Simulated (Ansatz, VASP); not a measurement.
## One calculation of P, two programs

```
P
1.0
     2.61935    0.00000    0.00000
    -1.30967    2.26842    0.00000
     0.00000    0.00000    2.44097
P
1
Direct
  0.00000 0.00000 0.00000
```

Alike in both runs: functional PBEsol; k mesh 9 × 9 × 8; occupations gaussian, width 0.1 eV; no spin polarisation.

Ansatz relaxed the structure, and its values are those at the end. VASP's run is a single point on that final structure, the one shown.

```csv
,VASP,Ansatz
version,VASP 6.6.1,Ansatz 0.2.0
potentials or method,"VASP PAW PBE potentials, release 64 (P), cutoff 520 eV","scalar-relativistic, plane waves, PAW"
valence electrons in the cell,5,5
```

```csv
,VASP,Ansatz,Ansatz less VASP
gap on the k mesh at the Fermi level (eV),none,none,-
pressure (GPa),0.3,0.1,-0.14
```

VASP's potentials were made for PBE, not for PBEsol. A gap of «none» marks a metal or a gap that the smearing closes.
